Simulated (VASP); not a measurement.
# CeO2 in VASP: further runs

Runs on CeO2. Level: r2SCAN. Tasks: single point.

Program: VASP 6.6.1. These are calculated values, not measurements. Logs are shortened: lines on timing, memory, paths and dates and some standing lists are left out, and cuts for length are marked.

## (1) The cell of the first run

The structure is cubic, space group Fm-3m (No. 225). Conventional cell: a = 5.561 Å, b = 5.561 Å, c = 5.561 Å, α = 90.00°, β = 90.00°, γ = 90.00°. Ce (site symmetry m-3m) has 8 O at 2.41 Å within 3.2 Å. Within 3.2 Å of O (site symmetry -43m) lie 4 Ce at 2.41 Å and 6 O at 2.78 Å.

## (2) Single point, r2SCAN (14.33 Å³/atom)

POSCAR reads:

```
CeO2
1.0
    0.0000000000      2.7806940643      2.7806940643
    2.7806940643      0.0000000000      2.7806940643
    2.7806940643      2.7806940643      0.0000000000
Ce O
1 2
Direct
    0.0000000000      0.0000000000      0.0000000000
    0.2500000000      0.2500000000      0.2500000000
    0.7500000000      0.7500000000      0.7500000000
```

INCAR.step1 reads:

```
  ALGO = Normal
  EDIFF = 1E-4
  ENCUT = 520
  GGA = PE
  ISMEAR = 0
  LASPH = True
  LCHARG = False
  LREAL = False
  LWAVE = True
  NBANDS = 19
  NELM = 100
  PREC = Accurate
  SIGMA = 0.05
```

INCAR.step2 reads:

```
  ALGO = Normal
  EDIFF = 1E-7
  ENCUT = 520
  ISIF = 2
  ISMEAR = 0
  ISTART = 1
  LASPH = True
  LCHARG = True
  LELF = True
  LMIXTAU = True
  LREAL = False
  LVHAR = True
  LWAVE = False
  METAGGA = R2SCAN
  NBANDS = 19
  NELM = 100
  PREC = Accurate
  SIGMA = 0.05
```

KPOINTS reads:

```
k-points
0
Gamma
  8 8 8
```

Potentials or basis: VASP PAW PBE potentials, release 64 (Ce, O).

Command:

```bash
> cat potpaw_PBE.64/Ce/POTCAR potpaw_PBE.64/O/POTCAR > POTCAR
> cp INCAR.step1 INCAR
> mpirun -np 1 vasp_std > vasp.out
> cp INCAR.step2 INCAR
> mpirun -np 1 vasp_std > vasp.out
```

OUTCAR:

```text
EDIFF = 1E-7
   ENCUT = 520
   ISIF = 2
   ISMEAR = 0
   ISTART = 1
   LASPH = True
   LREAL = False
   METAGGA = R2SCAN
   NELM = 100
   PREC = Accurate

 ion  position               nearest neighbor table
   1  0.000  0.000  0.000-   3 2.41   3 2.41   3 2.41   2 2.41   3 2.41   2 2.41   2 2.41   2 2.41

   2  0.250  0.250  0.250-   1 2.41   1 2.41   1 2.41   1 2.41
   3  0.750  0.750  0.750-   1 2.41   1 2.41   1 2.41   1 2.41

  LATTYP: Found a face centered cubic cell.
 ALAT       =     5.5613881286

  Lattice vectors:

 A1 = (   0.0000000000,   2.7806940643,   2.7806940643)
 A2 = (   2.7806940643,   0.0000000000,   2.7806940643)
 A3 = (   2.7806940643,   2.7806940643,   0.0000000000)

Analysis of symmetry for initial positions (statically):
=====================================================================
 Subroutine PRICEL returns:
 Original cell was already a primitive cell.

 Routine SETGRP: Setting up the symmetry group for a
 face centered cubic supercell.

 Subroutine GETGRP returns: Found 48 space group operations
 (whereof 48 operations were pure point group operations)
 out of a pool of 48 trial point group operations.

The static configuration has the point symmetry O_h .

Analysis of symmetry for dynamics (positions and initial velocities):
=====================================================================
 Subroutine PRICEL returns:
 Original cell was already a primitive cell.

 Routine SETGRP: Setting up the symmetry group for a
 face centered cubic supercell.

 Subroutine GETGRP returns: Found 48 space group operations
 (whereof 48 operations were pure point group operations)
 out of a pool of 48 trial point group operations.

The dynamic configuration has the point symmetry O_h .

 Subroutine INISYM returns: Found 48 space group operations
 (whereof 48 operations are pure point group operations),
 and found     1 'primitive' translations

----------------------------------------------------------------------------------------

                                     Primitive cell

  volume of cell :      43.0021

  direct lattice vectors                    reciprocal lattice vectors
     0.000000000  2.780694064  2.780694064    -0.179811223  0.179811223  0.179811223
     2.780694064  0.000000000  2.780694064     0.179811223 -0.179811223  0.179811223
     2.780694064  2.780694064  0.000000000     0.179811223  0.179811223 -0.179811223

  length of vectors
     3.932495259  3.932495259  3.932495259     0.311442174  0.311442174  0.311442174

  position of ions in fractional coordinates (direct lattice)
     0.000000000  0.000000000  0.000000000
     0.250000000  0.250000000  0.250000000
     0.750000000  0.750000000  0.750000000

  ion indices of the primitive-cell ions
   primitive index   ion index
                 1           1
                 2           2
                 3           3

----------------------------------------------------------------------------------------

 KPOINTS: k-points

Automatic generation of k-mesh.
 Grid dimensions read from file:
 generate k-points for:    8    8    8

 Generating k-lattice:

  Cartesian coordinates                     Fractional coordinates (reciprocal lattice)
    -0.022476403  0.022476403  0.022476403     0.125000000  0.000000000  0.000000000
     0.022476403 -0.022476403  0.022476403     0.000000000  0.125000000  0.000000000
     0.022476403  0.022476403 -0.022476403     0.000000000  0.000000000  0.125000000

  Length of vectors
     0.038930272  0.038930272  0.038930272

  Shift w.r.t. Gamma in fractional coordinates (k-lattice)
     0.000000000  0.000000000  0.000000000

 Subroutine IBZKPT returns following result:
 ===========================================

 Found     29 irreducible k-points:

 Following reciprocal coordinates:
            Coordinates               Weight
  0.000000  0.000000  0.000000      1.000000
  0.125000  0.000000  0.000000      8.000000
  0.250000  0.000000  0.000000      8.000000
  0.375000  0.000000  0.000000      8.000000
  0.500000  0.000000  0.000000      4.000000
  0.125000  0.125000  0.000000      6.000000
[... 16 lines left out ...]
  0.500000  0.250000  0.125000     48.000000
 -0.375000  0.250000  0.125000     24.000000
 [... further k-points ...]
   k-points           NKPTS =     29   k-points in BZ     NKDIM =     29   number of bands    NBANDS=     19
   number of dos      NEDOS =    301   number of ions     NIONS =      3
   total plane-waves  NPLWV =  27000
   dimension x,y,z NGX =    30 NGY =   30 NGZ =   30
   dimension x,y,z NGXF=    60 NGYF=   60 NGZF=   60
   ions per type =               1   2
   NGX,Y,Z   is equivalent  to a cutoff of  12.68, 12.68, 12.68 a.u.
   NGXF,Y,Z  is equivalent  to a cutoff of  25.36, 25.36, 25.36 a.u.
 SYSTEM =  unknown system
   PREC   = accura    normal or accurate (medium, high low for compatibility)
   ISTART =      1    job   : 0-new  1-cont  2-samecut
   ICHARG =      0    charge: 1-file 2-atom 10-const
   ISPIN  =      1    spin polarized calculation?
   LNONCOLLINEAR =      F non collinear calculations
   LSORBIT =      F    spin-orbit coupling
   LASPH  =      T    aspherical Exc in radial PAW
   ENCUT  =  520.0 eV  38.22 Ry    6.18 a.u.   7.31  7.31  7.31*2*pi/ulx,y,z
   NELM   =    100;   NELMIN=  2; NELMDL=  0     # of ELM steps
   EDIFF  = 0.1E-06   stopping-criterion for ELM
   LREAL  =      F    real-space projection
   EDIFFG = 0.1E-05   stopping-criterion for IOM
   NSW    =      0    number of steps for IOM
   IBRION =     -1    ionic relax: 0-MD 1-quasi-New 2-CG
   NFREE  =      0    steps in history (QN), initial steepest desc. (CG)
   ISIF   =      2    stress and relaxation
   ISYM   =      2    0-nonsym 1-usesym 2-fastsym
   POTIM  = 0.5000    time-step for ionic-motion
   TEBEG  =    0.0;   TEEND  =   0.0 temperature during run
   PSTRESS=    0.0 pullay stress
   NELECT =      24.0000    total number of electrons
   NUPDOWN=      -1.0000    fix difference up-down
   EMIN   =  10.00;   EMAX   =-10.00  energy-range for DOS
   EFERMI =   0.00;   METHOD = LEGACY
   ISMEAR =     0;   SIGMA  =   0.05  broadening in eV -4-tet -1-fermi 0-gaus
   EFERMI_NEDOS =   21; number of points for ismear=-14 and -15
   IALGO  =     38    algorithm
   IMIX   =      4    mixing-type and parameters
     AMIX     =   0.40;   BMIX     =  1.00
     AMIX_MAG =   1.60;   BMIX_MAG =  1.00
  volume/ion in A,a.u.               =      14.33        96.73
  Fermi-wavevector in a.u.,A,eV,Ry     =   1.347872  2.547109 24.718512  1.816759
  Thomas-Fermi vector in A             =   2.475587
   LORBIT       =      0    0 simple, 1 ext, 2 COOP (PROOUT), +10 PAW based schemes
   METAGGA = R2SCAN    functional components
   LHFCALC =     F    Hartree Fock is set to
   AEXX    =    0.0000 exact exchange contribution
   IVDW    =     0    specifies the selected vdW correction
   LEPSILON=     F    determine dielectric tensor
   LRPA    =     F    only Hartree local field effects (RPA)
 non-spin polarized calculation
 Gauss-broadening in eV      SIGMA  =   0.05
  energy-cutoff  :      520.00
  volume of cell :       43.00
 maximum number of plane-waves:      1174
 NGX is ok and might be reduce to    30
   NGX = 15   NGY = 15   NGZ = 15

 number of electron      23.9999998 magnetization

 Free energy of the ion-electron system (eV)
  ---------------------------------------------------
  ext. energy  EPLUGINS =         0.00000000
  ---------------------------------------------------
  free energy    TOTEN  =       -53.93161872 eV

  energy without entropy =      -53.93161872  energy(sigma->0) =      -53.93161872

 E-fermi :   4.5761     XC(G=0): -11.5862

 val. band max:        4.2462452621   @ k =  -0.2500   0.2500   0.0000
 cond. band min:       6.1887814384   @ k =   0.5000   0.0000   0.0000
 fundamental gap:      1.9425361763
 Fermi energy:         4.5760707565

 k-point     1 :       0.0000    0.0000    0.0000
  band No.  band energies     occupation
      1     -29.4827      2.00000
      2     -12.8573      2.00000
      3     -11.9623      2.00000
      4     -11.1899      2.00000
      5     -11.1899      2.00000
      6     -11.1899      2.00000
[... 11 lines left out ...]
     18       7.0483      0.00000
     19       7.0483      0.00000

 k-point     2 :       0.1250    0.0000    0.0000
  band No.  band energies     occupation
      1     -29.4619      2.00000
      2     -13.2945      2.00000
      3     -12.0644      2.00000
      4     -11.2170      2.00000
      5     -11.2170      2.00000
      6     -10.7182      2.00000
[... 11 lines left out ...]
     18       6.9724      0.00000
     19       6.9724      0.00000

 k-point     3 :       0.2500    0.0000    0.0000
  band No.  band energies     occupation
      1     -29.4097      2.00000
      2     -13.9669      2.00000
      3     -12.3262      2.00000
      4     -11.2806      2.00000
      5     -11.2806      2.00000
      6      -9.9172      2.00000
[... 11 lines left out ...]
     18       6.8915      0.00000
     19       6.8915      0.00000

 k-point     4 :       0.3750    0.0000    0.0000
  band No.  band energies     occupation
      1     -29.3564      2.00000
      2     -14.4593      2.00000
      3     -12.5681      2.00000
      4     -11.3425      2.00000
      5     -11.3425      2.00000
      6      -9.2820      2.00000
[... 11 lines left out ...]
     18       6.9116      0.00000
     19       6.9116      0.00000

 k-point     5 :       0.5000    0.0000    0.0000
  band No.  band energies     occupation
      1     -29.3343      2.00000
      2     -14.6373      2.00000
      3     -12.6624      2.00000
      4     -11.3677      2.00000
      5     -11.3677      2.00000
      6      -9.0417      2.00000
[... 11 lines left out ...]
     18       6.9409      0.00000
     19       6.9561      0.00000
[... 334 lines left out ...]
      2     -14.9581      2.00000
      3     -12.5927      2.00000
      4     -11.6312      2.00000
      5     -11.6312      2.00000
      6      -8.4795      2.00000
[... 11 lines left out ...]
     18       6.8014      0.00000
     19       7.3152      0.00000

 k-point    22 :       0.3750    0.2500    0.1250
  band No.  band energies     occupation
      1     -29.3704      2.00000
      2     -14.2250      2.00000
      3     -12.8585      2.00000
      4     -11.3736      2.00000
      5     -10.8607      2.00000
      6      -9.6446      2.00000
[... 11 lines left out ...]
     18       6.7401      0.00000
     19       6.8513      0.00000

 k-point    23 :       0.5000    0.2500    0.1250
  band No.  band energies     occupation
      1     -29.3271      2.00000
      2     -14.4053      2.00000
      3     -13.4099      2.00000
      4     -11.4440      2.00000
      5     -10.4514      2.00000
      6      -9.4302      2.00000
[... 11 lines left out ...]
     18       6.7602      0.00000
     19       6.9890      0.00000

 k-point    24 :      -0.3750    0.2500    0.1250
  band No.  band energies     occupation
      1     -29.3094      2.00000
      2     -14.4432      2.00000
      3     -13.6461      2.00000
      4     -11.4755      2.00000
      5     -10.2883      2.00000
      6      -9.3564      2.00000
[... 11 lines left out ...]
     18       6.7642      0.00000
     19       7.0755      0.00000

 [... further k-points ...]
[... 5 lines left out ...]
  --------------------------------------------------------------------------------------
  -------------------------------------------------------------------------------------
  Total       -3.0499054     -3.0499054     -3.0499054      0.0000000     -0.0000000      0.0000000
  in kB     -113.6337456   -113.6337456   -113.6337456      0.0000000     -0.0000000      0.0000000
  external PRESSURE =    -113.6337456 kB  Pullay stress =       0.0000000 kB

 VOLUME and BASIS-vectors are now :
 -----------------------------------------------------------------------------
  energy-cutoff  :      520.00
  volume of cell :       43.00
      direct lattice vectors                 reciprocal lattice vectors
     0.000000000  2.780694064  2.780694064    -0.179811223  0.179811223  0.179811223
     2.780694064  0.000000000  2.780694064     0.179811223 -0.179811223  0.179811223
     2.780694064  2.780694064  0.000000000     0.179811223  0.179811223 -0.179811223

 POSITION                                       TOTAL-FORCE (eV/Angst)
 -----------------------------------------------------------------------------------
      0.00000      0.00000      0.00000        -0.000000     -0.000000     -0.000000
      1.39035      1.39035      1.39035         0.000000      0.000000      0.000000
      4.17104      4.17104      4.17104        -0.000000     -0.000000     -0.000000
 -----------------------------------------------------------------------------------
    total drift:                                0.000000     -0.000000      0.000000

  FREE ENERGIE OF THE ION-ELECTRON SYSTEM (eV)
  ---------------------------------------------------
  free  energy   TOTEN  =       -53.9316187205 eV

  energy  without entropy=      -53.9316187205  energy(sigma->0) =      -53.93161872
```

Run time: 4.8 min. Hardware: 1 thread of Intel Xeon Platinum 8375C at 2.90GHz (Ice Lake), shared host; peak memory 0.19 GiB.

What came out:

```
Free energy            : -53.9316 eV
Pressure               : -11.4 GPa
Band gap on the k mesh : 1.94 eV (least direct gap 2.05 eV)
```

Levels at points of the mesh, in eV from the valence-band top:
| k point | band 9 | band 10 | band 11 | band 12 | band 13 | band 14 | band 15 | band 16 |
| --- | --- | --- | --- | --- | --- | --- | --- | --- |
| (0.00, 0.00, 0.00) | -3.49 | -0.49 | -0.49 | -0.49 | 2.31 | 2.31 | 2.31 | 2.40 |
| (0.50, 0.00, 0.00) | -1.25 | -1.12 | -0.74 | -0.74 | 1.94 | 2.14 | 2.14 | 2.31 |
| (0.50, 0.50, 0.00) | -1.23 | -0.65 | -0.65 | -0.49 | 2.06 | 2.06 | 2.08 | 2.18 |

Caveat: the cell stands under tension; the PAW data sets were made with another functional, which shifts forces and pressure a little; spin-orbit coupling is left out, which moves the levels of the heavy elements. A k mesh can miss the band edges.

## (3) Single point, r2SCAN (atom 3 (O) moved 0.05 Å along z)

POSCAR reads:

```
CeO2
1.0
    0.0000000000      2.7186832862      2.7186832862
    2.7186832862      0.0000000000      2.7186832862
    2.7186832862      2.7186832862      0.0000000000
Ce O
1 2
Direct
    0.0000000000      0.0000000000      0.0000000000
    0.2500000000      0.2500000000      0.2500000000
    0.7591956279      0.7591956279      0.7408043721
```

INCAR.step1 reads:

```
PREC = Accurate ; ENCUT = 520
ISMEAR = 0 ; SIGMA = 0.05
LREAL = False ; LASPH = True
NELM = 60 ; NBANDS = 19
GGA = PE ; ALGO = Normal
EDIFF = 1E-4 ; LWAVE = True
LCHARG = False
```

INCAR.step2 reads:

```
PREC = Accurate ; ENCUT = 520
EDIFF = 1E-6 ; ISMEAR = 0
SIGMA = 0.05 ; LREAL = False
LASPH = True ; NELM = 60
ALGO = Normal ; ISIF = 2
LWAVE = False ; LCHARG = False
METAGGA = R2SCAN ; LMIXTAU = True
NBANDS = 19 ; ISTART = 1
```

KPOINTS reads:

```
regular mesh
0
Gamma
  8 8 8
```

Potentials or basis: VASP PAW PBE potentials, release 64 (Ce, O).

Command:

```bash
> cat potpaw_PBE.64/Ce/POTCAR potpaw_PBE.64/O/POTCAR > POTCAR
> cp INCAR.step1 INCAR
> mpirun -np 1 vasp_std > vasp.out
> cp INCAR.step2 INCAR
> mpirun -np 1 vasp_std > vasp.out
```

It took 9.1 min on 1 thread of Intel Xeon Platinum 8375C at 2.90GHz (Ice Lake), shared host; peak memory 0.24 GiB.

Results (log left out):

```yaml
Free_energy: -54.0233 eV
Pressure: -0.1 GPa
Largest_force: 0.365 eV/Å
Band_gap_on_the_k_mesh: 2.14 eV (least direct gap 2.27 eV)
```

Forces in eV/Å, atoms in the order of the input:
```
Ce   0.000  0.000  0.175
O    0.000  0.000  0.191
O    0.000  0.000 -0.365
```

Stress tensor (GPa, compression positive):
```
-0.17  0.26  0.00
 0.26 -0.17  0.00
 0.00  0.00 -0.04
```

Levels at points of the mesh, in eV from the valence-band top:
```csv
k point,band 10,band 11,band 12,band 13,band 14,band 15
"(0.00, 0.00, 0.00)",-0.67,-0.62,-0.57,2.54,2.55,2.57
"(0.50, 0.00, 0.00)",-1.20,-0.77,-0.75,2.15,2.36,2.37
"(0.00, 0.00, 0.50)",-1.24,-0.87,-0.85,2.14,2.38,2.38
"(0.50, 0.50, 0.00)",-0.91,-0.74,-0.62,2.28,2.29,2.30
"(0.00, 0.50, 0.50)",-0.86,-0.82,-0.60,2.28,2.29,2.30
```

Caveat: the cell differs from its parent crystal (atom 3 (O) moved 0.05 Å along z); the PAW data sets were made with another functional, which shifts forces and pressure a little; spin-orbit coupling is left out, which moves the levels of the heavy elements. Spin polarisation is off, so any magnetic state and its effect on volume and gap are missing.
